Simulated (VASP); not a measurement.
# C in VASP: a series of runs

The runs below take C through single point, with PBEsol.

Everything below comes from runs of VASP 6.6.1. Logs are shortened: lines on timing, memory, paths and dates and some standing lists are left out, and cuts for length are marked.

## (1) The cell of the first run

The typed cell holds 2 atoms: a = 2.522 Å, b = 2.522 Å, c = 2.522 Å, α = 60.00°, β = 60.00°, γ = 60.00°.

## (2) Single point, PBEsol

Contents of INCAR:

```
PREC     = Accurate       # precision mode
ENCUT    = 600            # plane-wave cutoff, eV
EDIFF    = 1E-6           # SCF threshold, eV
ISMEAR   = -1             # smearing method
SIGMA    = 0.1            # smearing width, eV
LREAL    = F              # projectors in reciprocal space
LASPH    = T              # aspherical terms in the spheres
NELM     = 120            # most SCF steps
ALGO     = Normal         # electronic algorithm
ISIF     = 2              # what is computed and relaxed
LWAVE    = F              # write WAVECAR
LCHARG   = F              # write CHGCAR
GGA      = PS             # functional
NBANDS   = 11             # bands
GGA_COMPAT= F
```

Contents of KPOINTS:

```
regular mesh
0
Gamma
  5 5 5
```

Contents of POSCAR:

```
C
1.0
    0.0000000000      1.7833700000      1.7833700000
    1.7833700000      0.0000000000      1.7833700000
    1.7833700000      1.7833700000      0.0000000000
C
2
Direct
    0.0181455370     -0.0109258395      0.0039970172
    0.2318544630      0.2609258395      0.2460029828
```

Potentials or basis: VASP PAW PBE potentials, release 64 (C).

Launch:

```console
$ cat potpaw_PBE.64/C/POTCAR > POTCAR
$ mpirun -np 1 vasp_std > vasp.out
```

OUTCAR:

```text
PREC = Accurate
   ENCUT = 600
   EDIFF = 1E-6
   ISMEAR = -1
   LREAL = F
   LASPH = T
   NELM = 120
   ISIF = 2
   GGA = PS

 ion  position               nearest neighbor table
   1  0.018  0.989  0.004-   2 1.50   2 1.50   2 1.56   2 1.62
   2  0.232  0.261  0.246-   1 1.50   1 1.50   1 1.56   1 1.62

  LATTYP: Found a face centered cubic cell.
 ALAT       =     3.5667400000

  Lattice vectors:

 A1 = (   0.0000000000,   1.7833700000,   1.7833700000)
 A2 = (   1.7833700000,   0.0000000000,   1.7833700000)
 A3 = (   1.7833700000,   1.7833700000,   0.0000000000)

Analysis of symmetry for initial positions (statically):
=====================================================================
 Subroutine PRICEL returns:
 Original cell was already a primitive cell.

 Routine SETGRP: Setting up the symmetry group for a
 face centered cubic supercell.

 Subroutine GETGRP returns: Found  2 space group operations
 (whereof  1 operations were pure point group operations)
 out of a pool of 48 trial point group operations.

The static configuration has the point symmetry C_1 .
 The point group associated with its full space group is S_2 .

Analysis of symmetry for dynamics (positions and initial velocities):
=====================================================================
 Subroutine PRICEL returns:
 Original cell was already a primitive cell.

 Routine SETGRP: Setting up the symmetry group for a
 face centered cubic supercell.

 Subroutine GETGRP returns: Found  2 space group operations
 (whereof  1 operations were pure point group operations)
 out of a pool of 48 trial point group operations.

The dynamic configuration has the point symmetry C_1 .
 The point group associated with its full space group is S_2 .

 Subroutine INISYM returns: Found  2 space group operations
 (whereof  1 operations are pure point group operations),
 and found     1 'primitive' translations

----------------------------------------------------------------------------------------

                                     Primitive cell

  volume of cell :      11.3437

  direct lattice vectors                    reciprocal lattice vectors
     0.000000000  1.783370000  1.783370000    -0.280368067  0.280368067  0.280368067
     1.783370000  0.000000000  1.783370000     0.280368067 -0.280368067  0.280368067
     1.783370000  1.783370000  0.000000000     0.280368067  0.280368067 -0.280368067

[... 83 lines left out ...]
   EDIFF  = 0.1E-05   stopping-criterion for ELM
   LREAL  =      F    real-space projection
   EDIFFG = 0.1E-04   stopping-criterion for IOM
   NSW    =      0    number of steps for IOM
   IBRION =     -1    ionic relax: 0-MD 1-quasi-New 2-CG
   NFREE  =      0    steps in history (QN), initial steepest desc. (CG)
   ISIF   =      2    stress and relaxation
   ISYM   =      2    0-nonsym 1-usesym 2-fastsym
   POTIM  = 0.5000    time-step for ionic-motion
   TEBEG  =    0.0;   TEEND  =   0.0 temperature during run
   PSTRESS=    0.0 pullay stress
   NELECT =       8.0000    total number of electrons
   NUPDOWN=      -1.0000    fix difference up-down
   EMIN   =  10.00;   EMAX   =-10.00  energy-range for DOS
   EFERMI =   0.00;   METHOD = LEGACY
   ISMEAR =    -1;   SIGMA  =   0.10  broadening in eV -4-tet -1-fermi 0-gaus
   EFERMI_NEDOS =   21; number of points for ismear=-14 and -15
   IALGO  =     38    algorithm
   IMIX   =      4    mixing-type and parameters
     AMIX     =   0.40;   BMIX     =  1.00
     AMIX_MAG =   1.60;   BMIX_MAG =  1.00
  volume/ion in A,a.u.               =       5.67        38.28
  Fermi-wavevector in a.u.,A,eV,Ry     =   1.457203  2.753714 28.891161  2.123440
  Thomas-Fermi vector in A             =   2.574032
   LORBIT       =      0    0 simple, 1 ext, 2 COOP (PROOUT), +10 PAW based schemes
   GGA     = PS    functional components
   LHFCALC =     F    Hartree Fock is set to
   AEXX    =    0.0000 exact exchange contribution
   IVDW    =     0    specifies the selected vdW correction
   LEPSILON=     F    determine dielectric tensor
   LRPA    =     F    only Hartree local field effects (RPA)
 non-spin polarized calculation
  energy-cutoff  :      600.00
  volume of cell :       11.34
 maximum number of plane-waves:       384
   NGX =  9   NGY =  9   NGZ =  9

 number of electron       8.0000000 magnetization

 Free energy of the ion-electron system (eV)
  ---------------------------------------------------
  ext. energy  EPLUGINS =         0.00000000
  ---------------------------------------------------
  free energy    TOTEN  =       -19.08349674 eV

  energy without entropy =      -19.08349632  energy(sigma->0) =      -19.08349653

 E-fermi :  12.3021     XC(G=0): -13.4299

 val. band max:       11.1484745008   @ k =   0.0000   0.0000   0.0000
 cond. band min:      13.6205655528   @ k =   0.0000   0.4000   0.4000
 fundamental gap:      2.4720910520
 Fermi energy:        12.3021302474

 k-point     1 :       0.0000    0.0000    0.0000
  band No.  band energies     occupation
      1     -11.8204      2.00000
      2       8.5193      2.00000
      3       9.5874      2.00000
      4      11.1485      1.99998
      5      14.0623      0.00000
      6      15.3217      0.00000
      7      16.3375      0.00000
      8      23.0548      0.00000
      9      28.6060      0.00000
     10      36.1382      0.00000
     11      36.1679      0.00000
[... 309 lines left out ...]
 k-point    24 :       0.4000    0.0000    0.2000
  band No.  band energies     occupation
      1      -7.8586      2.00000
      2       1.2061      2.00000
      3       4.7789      2.00000
      4       5.0799      2.00000
      5      15.3901      0.00000
      6      20.7936      0.00000
      7      21.3398      0.00000
      8      21.8810      0.00000
      9      30.0087      0.00000
     10      32.6879      0.00000
     11      38.0254      0.00000

 [... further k-points ...]
[... 5 lines left out ...]
  --------------------------------------------------------------------------------------
  -------------------------------------------------------------------------------------
  Total       -0.0818335     -0.1831677     -0.0828362     -0.0119396      0.0196974      0.2341309
  in kB      -11.5581190    -25.8705101    -11.6997486     -1.6863474      2.7820580     33.0685376
  external PRESSURE =     -16.3761259 kB  Pullay stress =       0.0000000 kB

 VOLUME and BASIS-vectors are now :
 -----------------------------------------------------------------------------
  energy-cutoff  :      600.00
  volume of cell :       11.34
      direct lattice vectors                 reciprocal lattice vectors
     0.000000000  1.783370000  1.783370000    -0.280368067  0.280368067  0.280368067
     1.783370000  0.000000000  1.783370000     0.280368067 -0.280368067  0.280368067
     1.783370000  1.783370000  0.000000000     0.280368067  0.280368067 -0.280368067

 POSITION                                       TOTAL-FORCE (eV/Angst)
 -----------------------------------------------------------------------------------
      1.77101      0.03949      1.79625         0.685675     -2.858538     -0.734732
      0.90404      0.85220      0.87881        -0.685675      2.858538      0.734732
 -----------------------------------------------------------------------------------
    total drift:                               -0.000000     -0.000000     -0.000000

  FREE ENERGIE OF THE ION-ELECTRON SYSTEM (eV)
  ---------------------------------------------------
  free  energy   TOTEN  =       -19.0834967377 eV

  energy  without entropy=      -19.0834963177  energy(sigma->0) =      -19.08349653
```

OSZICAR:

```text
N       E                     dE             d eps       ncg     rms          rms(c)
DAV:   1     0.686918665223E+00    0.68692E+00   -0.52939E+03  1410   0.815E+02
DAV:   2    -0.193691029219E+02   -0.20056E+02   -0.19526E+02  1846   0.132E+02
DAV:   3    -0.197604646887E+02   -0.39136E+00   -0.39040E+00  1625   0.142E+01
DAV:   4    -0.197611297455E+02   -0.66506E-03   -0.66504E-03  1491   0.718E-01
DAV:   5    -0.197611305360E+02   -0.79053E-06   -0.79115E-06  1569   0.237E-02    0.561E+00
DAV:   6    -0.192583831654E+02    0.50275E+00   -0.25487E-01  1422   0.354E+00    0.330E+00
DAV:   7    -0.190828815604E+02    0.17550E+00   -0.30865E-01  1522   0.393E+00    0.689E-01
DAV:   8    -0.190834700919E+02   -0.58853E-03   -0.77157E-03  1486   0.693E-01    0.306E-02
DAV:   9    -0.190834881161E+02   -0.18024E-04   -0.16648E-05  1652   0.372E-02    0.218E-02
DAV:  10    -0.190834969232E+02   -0.88071E-05   -0.37749E-06  1492   0.169E-02    0.448E-03
DAV:  11    -0.190834967377E+02    0.18548E-06   -0.12179E-07   867   0.303E-03
   1 F= -.19083497E+02 E0= -.19083497E+02  d E =-.420065E-06
```

Run time: 5.9 s. Hardware: 1 thread of Intel Xeon 6975P-C, shared host; peak memory 0.12 GiB.

What came out:

* Free energy: -19.0835 eV
* Pressure: -1.6 GPa
* Largest force: 3.030 eV/Å
* Band gap on the k mesh: 2.47 eV, indirect (least direct gap 2.91 eV)

Forces on the atoms (eV/Å):
```
C    0.686 -2.859 -0.735
C   -0.686  2.859  0.735
```

Caveat: the k points lie up to 0.61 Å⁻¹ apart; the PAW data sets were made with another functional, which shifts forces and pressure a little. A k mesh can miss the band edges.

## (3) Single point, PBEsol

Contents of INCAR:

```
SYSTEM = C
PREC = Accurate ; ENCUT = 600
EDIFF = 1E-6 ; ISMEAR = -1
SIGMA = 0.1 ; LREAL = .FALSE.
LASPH = .TRUE. ; NELM = 120
ALGO = Normal ; ISIF = 2
LWAVE = .FALSE. ; LCHARG = .FALSE.
GGA = PS ; NBANDS = 11
GGA_COMPAT = .FALSE.
```

Contents of KPOINTS:

```
regular mesh
0
G
  5 5 5
  0 0 0
```

Contents of POSCAR:

```
C
1.0
    0.0000000000      1.7833700000      1.7833700000
    1.7833700000      0.0000000000      1.7833700000
    1.7833700000      1.7833700000      0.0000000000
C
2
Direct
    0.0137229735     -0.0076679073      0.0017457172
    0.2362770265      0.2576679073      0.2482542828
```

Potentials or basis: VASP PAW PBE potentials, release 64 (C).

Launch:

```console
$ cat potpaw_PBE.64/C/POTCAR > POTCAR
$ mpirun -np 1 vasp_std > vasp.out
```

Run time: 5.8 s. Hardware: 1 thread of Intel Xeon 6975P-C, shared host; peak memory 0.12 GiB.

The run converged. Its results:

* Free energy: -19.1468 eV
* Pressure: -2.8 GPa
* Largest force: 2.216 eV/Å
* Band gap on the k mesh: 2.91 eV, indirect (least direct gap 3.59 eV)

Forces on the atoms (eV/Å):
```
C    0.651 -2.009 -0.672
C   -0.651  2.009  0.672
```

Stress tensor (GPa, compression positive):
```
-2.59  0.19  2.30
 0.19 -3.26 -0.15
 2.30 -0.15 -2.60
```

Levels at points of the mesh, in eV from the valence-band top:
```csv
k point,band 2,band 3,band 4,band 5,band 6,band 7
"(0.00, 0.00, 0.00)",-1.89,-1.22,0.00,3.59,4.60,5.23
```

Caveat: the k points lie up to 0.61 Å⁻¹ apart; the PAW data sets were made with another functional, which shifts forces and pressure a little. As with any semilocal functional, this PBEsol gap is likely too small.
